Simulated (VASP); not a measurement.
# LiF in VASP: notebook, part 2 of 2

VASP 6.6.1. The steps go on from the part before.

## Step 3: Single point, r2SCAN (uniaxial x strain +4.0%)

The input, POSCAR:

```
LiF
1.0
    0.0000000000      2.1446105472      2.1446105472
    2.2303949691      0.0000000000      2.1446105472
    2.2303949691      2.1446105472      0.0000000000
Li F
1 1
Direct
    0.0000000000      0.0000000000      0.0000000000
    0.2500000000      0.2500000000      0.2500000000
```

The input, INCAR.step1:

```
ALGO = Normal
EDIFF = 1E-4
ENCUT = 520
GGA = PE
ISMEAR = 0
LASPH = T
LCHARG = F
LREAL = F
LWAVE = T
NBANDS = 12
NELM = 100
PREC = Accurate
SIGMA = 0.01
```

The input, INCAR.step2:

```
ALGO = Normal
EDIFF = 1E-7
ENCUT = 520
ISIF = 2
ISMEAR = 0
ISTART = 1
LASPH = T
LCHARG = F
LMIXTAU = T
LREAL = F
LWAVE = F
METAGGA = R2SCAN
NBANDS = 12
NELM = 100
PREC = Accurate
SIGMA = 0.01
```

The input, KPOINTS:

```
k-points
0
Gamma
  10 10 10
```

Potentials or basis: VASP PAW PBE potentials, release 64 (Li_sv, F).

Launch:

```sh
cat potpaw_PBE.64/Li_sv/POTCAR potpaw_PBE.64/F/POTCAR > POTCAR
cp INCAR.step1 INCAR
mpirun -np 1 vasp_std > vasp.out
cp INCAR.step2 INCAR
mpirun -np 1 vasp_std > vasp.out
```

OUTCAR:

```text
EDIFF = 1E-7
   ENCUT = 520
   ISIF = 2
   ISMEAR = 0
   ISTART = 1
   LASPH = T
   LREAL = F
   METAGGA = R2SCAN
   NELM = 100
   PREC = Accurate

 ion  position               nearest neighbor table
   1  0.000  0.000  0.000-   2 1.88   2 1.88   2 1.88   2 1.88
   2  0.250  0.250  0.250-   1 1.88   1 1.88   1 1.88   1 1.88

  LATTYP: Found a body centered tetragonal cell.
 ALAT       =     3.0329373219
 C/A-ratio  =     1.4707821049

  Lattice vectors:

 A1 = (   2.2303949691,   0.0000000000,   2.1446105472)
 A2 = (   2.2303949691,   0.0000000000,  -2.1446105472)
 A3 = (  -2.2303949691,   2.1446105472,   0.0000000000)

Analysis of symmetry for initial positions (statically):
=====================================================================
 Subroutine PRICEL returns:
 Original cell was already a primitive cell.

 Routine SETGRP: Setting up the symmetry group for a
 body centered tetragonal supercell.

 Subroutine GETGRP returns: Found  8 space group operations
 (whereof  8 operations were pure point group operations)
 out of a pool of 16 trial point group operations.

The static configuration has the point symmetry D_2d.

Analysis of symmetry for dynamics (positions and initial velocities):
=====================================================================
 Subroutine PRICEL returns:
 Original cell was already a primitive cell.

 Routine SETGRP: Setting up the symmetry group for a
 body centered tetragonal supercell.

 Subroutine GETGRP returns: Found  8 space group operations
 (whereof  8 operations were pure point group operations)
 out of a pool of 16 trial point group operations.

The dynamic configuration has the point symmetry D_2d.

 Subroutine INISYM returns: Found  8 space group operations
[... 120 lines left out ...]
  Thomas-Fermi vector in A             =   2.420322
   LORBIT       =      0    0 simple, 1 ext, 2 COOP (PROOUT), +10 PAW based schemes
   METAGGA = R2SCAN    functional components
   LHFCALC =     F    Hartree Fock is set to
   AEXX    =    0.0000 exact exchange contribution
   IVDW    =     0    specifies the selected vdW correction
   LEPSILON=     F    determine dielectric tensor
   LRPA    =     F    only Hartree local field effects (RPA)
 non-spin polarized calculation
 Gauss-broadening in eV      SIGMA  =   0.01
  energy-cutoff  :      520.00
  volume of cell :       20.52
 maximum number of plane-waves:       568
   NGX = 11   NGY = 11   NGZ = 11

 number of electron       9.9999991 magnetization

 Free energy of the ion-electron system (eV)
  ---------------------------------------------------
  ext. energy  EPLUGINS =         0.00000000
  ---------------------------------------------------
  free energy    TOTEN  =       -11.80022199 eV

  energy without entropy =      -11.80022199  energy(sigma->0) =      -11.80022199

 E-fermi :  -3.2562     XC(G=0):  -9.2016

 val. band max:       -3.2986024895   @ k =   0.0000   0.0000   0.0000
 cond. band min:       5.2177679903   @ k =   0.0000   0.0000   0.0000
 fundamental gap:      8.5163704798
 Fermi energy:        -3.2561673046

 k-point     1 :       0.0000    0.0000    0.0000
  band No.  band energies     occupation
      1     -44.9020      2.00000
      2     -23.7193      2.00000
      3      -3.3686      2.00000
      4      -3.2986      2.00000
      5      -3.2986      2.00000
      6       5.2178      0.00000
      7      17.3861      0.00000
      8      17.3866      0.00000
      9      17.4272      0.00000
     10      24.6802      0.00000
     11      25.6336      0.00000
     12      25.7625      0.00000
[... 331 lines left out ...]
 k-point    24 :       0.4000    0.3000    0.0000
  band No.  band energies     occupation
      1     -44.8667      2.00000
      2     -23.5452      2.00000
      3      -4.5297      2.00000
      4      -3.9403      2.00000
      5      -3.9334      2.00000
      6       7.8319      0.00000
      7      14.1340      0.00000
      8      16.7579      0.00000
      9      17.2885      0.00000
     10      19.0631      0.00000
     11      25.5325      0.00000
     12      29.1680      0.00000

 [... further k-points ...]

------------------------ aborting loop because EDIFF is reached ----------------------------------------

  FORCE on cell =-STRESS in cart. coord.  units (eV):
  Direction    XX          YY          ZZ          XY          YZ          ZX
  --------------------------------------------------------------------------------------
  -------------------------------------------------------------------------------------
  Total       -0.4013937     -0.2700833     -0.2700833      0.0000000      0.0000000      0.0000000
  in kB      -31.3453033    -21.0911217    -21.0911217      0.0000000      0.0000000      0.0000000
  external PRESSURE =     -24.5091822 kB  Pullay stress =       0.0000000 kB

 VOLUME and BASIS-vectors are now :
 -----------------------------------------------------------------------------
  energy-cutoff  :      520.00
  volume of cell :       20.52
      direct lattice vectors                 reciprocal lattice vectors
     0.000000000  2.144610547  2.144610547    -0.224175542  0.233142563  0.233142563
     2.230394969  0.000000000  2.144610547     0.224175542 -0.233142563  0.233142563
     2.230394969  2.144610547  0.000000000     0.224175542  0.233142563 -0.233142563

 POSITION                                       TOTAL-FORCE (eV/Angst)
 -----------------------------------------------------------------------------------
      0.00000      0.00000      0.00000         0.000000     -0.000000     -0.000000
      1.11520      1.07231      1.07231        -0.000000      0.000000      0.000000
 -----------------------------------------------------------------------------------
    total drift:                               -0.000000      0.000000      0.000000

  FREE ENERGIE OF THE ION-ELECTRON SYSTEM (eV)
  ---------------------------------------------------
  free  energy   TOTEN  =       -11.8002219885 eV

  energy  without entropy=      -11.8002219885  energy(sigma->0) =      -11.80022199
```

OUTCAR.step1:

```text
EDIFF = 1E-4
   ENCUT = 520
   GGA = PE
   ISMEAR = 0
   LASPH = T
[... 583 lines left out ...]
 -----------------------------------------------------------------------------------
      0.00000      0.00000      0.00000         0.000000     -0.000000     -0.000000
      1.11520      1.07231      1.07231         0.000000      0.000000      0.000000
 -----------------------------------------------------------------------------------
    total drift:                               -0.000001     -0.000001     -0.000001

  FREE ENERGIE OF THE ION-ELECTRON SYSTEM (eV)
  ---------------------------------------------------
  free  energy   TOTEN  =        -9.6263190989 eV

  energy  without entropy=       -9.6263190989  energy(sigma->0) =       -9.62631910
```

OSZICAR.step1:

```text
N       E                     dE             d eps       ncg     rms          rms(c)
DAV:   1     0.341003110002E+02    0.34100E+02   -0.51331E+03  2504   0.816E+02
DAV:   2    -0.900603973253E+01   -0.43106E+02   -0.42201E+02  2960   0.186E+02
DAV:   3    -0.103199480091E+02   -0.13139E+01   -0.13100E+01  3260   0.291E+01
DAV:   4    -0.103390002908E+02   -0.19052E-01   -0.19051E-01  2804   0.386E+00
DAV:   5    -0.103393824217E+02   -0.38213E-03   -0.38213E-03  3312   0.391E-01    0.522E+00
DAV:   6    -0.959571286617E+01    0.74367E+00   -0.35727E+00  2660   0.115E+01    0.165E+00
DAV:   7    -0.960654735474E+01   -0.10834E-01   -0.25002E-02  2876   0.141E+00    0.102E+00
DAV:   8    -0.962593370256E+01   -0.19386E-01   -0.27804E-02  2832   0.162E+00    0.188E-01
DAV:   9    -0.962588209276E+01    0.51610E-04   -0.14684E-03  3056   0.319E-01    0.740E-02
DAV:  10    -0.962633015177E+01   -0.44806E-03   -0.77124E-04  2800   0.200E-01    0.424E-02
DAV:  11    -0.962631909893E+01    0.11053E-04   -0.42351E-05  2468   0.561E-02
   1 F= -.96263191E+01 E0= -.96263191E+01  d E =0.000000E+00
```

It took 1.7 min on 1 thread of Intel Xeon 8259CL, shared host; peak memory 0.15 GiB.

Results:

```
Free energy            : -11.8002 eV
Band gap on the k mesh : 8.52 eV
```

Caveat: the cell differs from its parent crystal (uniaxial x strain +4.0%); the cutoff is under 1.25 times the usual one of these potentials, so pressure, stress and relaxed cells hold a basis-set (Pulay) error; the structure was generated, so it needn't be the stable form of LiF; the PAW data sets were made with another functional, which shifts forces and pressure a little. A k mesh can miss the band edges.

## Step 4: Single point, r2SCAN (strain along [111] -3.0%)

The input, POSCAR:

```
LiF
1.0
   -0.0428922109      2.1017183363      2.1017183363
    2.1017183363     -0.0428922109      2.1017183363
    2.1017183363      2.1017183363     -0.0428922109
Li F
1 1
Direct
   -0.0020425272     -0.0020425272     -0.0020425272
    0.2520425272      0.2520425272      0.2520425272
```

The input, INCAR.step1:

```
ALGO     = Normal         # electronic algorithm
EDIFF    = 1E-4           # SCF threshold, eV
ENCUT    = 520            # plane-wave cutoff, eV
GGA      = PE             # functional
ISMEAR   = 0              # smearing method
LASPH    = True           # aspherical terms in the spheres
LCHARG   = False          # write CHGCAR
LREAL    = False          # projectors in reciprocal space
LWAVE    = True           # write WAVECAR
NBANDS   = 12             # bands
NELM     = 80             # most SCF steps
PREC     = Accurate       # precision mode
SIGMA    = 0.01           # smearing width, eV
```

The input, INCAR.step2:

```
ALGO     = Normal         # electronic algorithm
EDIFF    = 1E-6           # SCF threshold, eV
ENCUT    = 520            # plane-wave cutoff, eV
ISIF     = 2              # what is computed and relaxed
ISMEAR   = 0              # smearing method
ISTART   = 1            
LASPH    = True           # aspherical terms in the spheres
LCHARG   = False          # write CHGCAR
LMIXTAU  = True         
LREAL    = False          # projectors in reciprocal space
LWAVE    = False          # write WAVECAR
METAGGA  = R2SCAN         # meta-GGA
NBANDS   = 12             # bands
NELM     = 80             # most SCF steps
PREC     = Accurate       # precision mode
SIGMA    = 0.01           # smearing width, eV
```

KPOINTS is that of step 3.

Launch:

```sh
cat potpaw_PBE.64/Li_sv/POTCAR potpaw_PBE.64/F/POTCAR > POTCAR
cp INCAR.step1 INCAR
mpirun -np 1 vasp_std > vasp.out
cp INCAR.step2 INCAR
mpirun -np 1 vasp_std > vasp.out
```

It took 2.3 min on 1 thread of Intel Xeon 8259CL, shared host; peak memory 0.15 GiB.

The run converged. Its results:

* Free energy: -11.7982 eV
* Largest force: 0.009 eV/Å
* Band gap on the k mesh: 8.83 eV

Forces on the atoms (eV/Å):
```
Li   0.005  0.005  0.005
F   -0.005 -0.005 -0.005
```

Levels at points of the mesh, in eV from the valence-band top:
| k point | band 3 | band 4 | band 5 | band 6 | band 7 | band 8 |
| --- | --- | --- | --- | --- | --- | --- |
| (0.00, 0.00, 0.00) | -0.12 | -0.12 | 0.00 | 8.83 | 21.00 | 21.00 |
| (0.50, 0.00, 0.00) | -2.13 | -0.36 | -0.29 | 12.94 | 16.20 | 20.69 |
| (0.50, 0.50, 0.00) | -1.52 | -0.98 | -0.84 | 11.38 | 17.16 | 21.05 |
| (0.50, 0.50, 0.50) | -2.15 | -0.42 | -0.42 | 13.15 | 16.33 | 20.29 |

Caveat: the cell differs from its parent crystal (strain along [111] -3.0%); the cutoff is under 1.25 times the usual one of these potentials, so pressure, stress and relaxed cells hold a basis-set (Pulay) error; the structure was generated, so it needn't be the stable form of LiF; the PAW data sets were made with another functional, which shifts forces and pressure a little.

## Step 5: Summary

| level | cell | smearing | gap on the mesh (eV) |
| --- | --- | --- | --- |
| PBE | a = 3.033, b = 3.033, c = 3.071 Å, angles 59.6, 59.6, 59.2°, 2 atoms, shear xy strain +2.5% | fermi-dirac 0.02 eV | 7.87 |
| r2SCAN | a = 3.033, b = 3.094, c = 3.094 Å, angles 58.7, 60.7, 60.7°, 2 atoms, uniaxial x strain +4.0% | gaussian 0.01 eV | 8.52 |
| r2SCAN | a = 2.973 Å, angles 61.3°, 2 atoms, strain along [111] -3.0% | gaussian 0.01 eV | 8.83 |

Alike in all rows: task single point; potentials or basis VASP PAW PBE potentials, release 64 (Li_sv, F); no spin polarisation; k mesh 10 × 10 × 10; cutoff (eV) 520.

Caveats: the cutoff is under 1.25 times the usual one of these potentials, so pressure, stress and relaxed cells hold a basis-set (Pulay) error; the structure was generated, so it needn't be the stable form of LiF; the PAW data sets were made with another functional, which shifts forces and pressure a little (at least some runs).

Total energies depend on the potentials used, so only differences within one code and one set of settings carry meaning.
